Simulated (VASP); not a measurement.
Write the native input for VASP 6.6.1 that does the following.

* Task: single point
* Functional: PBEsol
* Potentials or basis: VASP PAW PBE potentials, release 64 (Li_sv, H)
* Cutoff: 520 eV
* k mesh: 9 × 9 × 6
* Occupations: fermi-dirac, width 0.03 eV
* Spin: no spin polarisation
* Dipole correction: no
* Further INCAR settings: ALGO = Normal; EDIFF = 1e-06; NBANDS = 12

The structure of LiH lies in POSCAR:

```
LiH
1.0
    2.7602732656      0.0000000000      0.0000000000
   -1.3801366328      2.3904667694      0.0000000000
    0.0000000000      0.0000000000      4.8590923150
Li H
2 2
Direct
    0.0000000000      0.0000000000      0.0000000000
    0.0000000000      0.0000000000      0.5000000000
    0.3333333333      0.6666666667      0.2500000000
    0.6666666667      0.3333333333      0.7500000000
```

These files were run (other wordings do the same):

INCAR

```
PREC = Accurate
ENCUT = 520
EDIFF = 1E-6
ISMEAR = -1
SIGMA = 0.03
LREAL = False
LASPH = True
NELM = 80
ALGO = Normal
ISIF = 2
LWAVE = False
LCHARG = False
GGA = PS
NBANDS = 12
```

KPOINTS

```
regular mesh
0
Gamma
  9 9 6
```

Potentials or basis: VASP PAW PBE potentials, release 64 (Li_sv, H).

Launch:

```console
$ cat potpaw_PBE.64/Li_sv/POTCAR potpaw_PBE.64/H/POTCAR > POTCAR
$ mpirun -np 1 vasp_std > vasp.out
```

Results of the run:

| Quantity | Value |
| --- | --- |
| Band gap on the k mesh | 4.29 eV (least direct gap 4.81 eV) |

It took 31 s on 1 thread of Oxide Virtual Turin-like Processor, with other jobs on the host, peak memory 0.12 GiB.
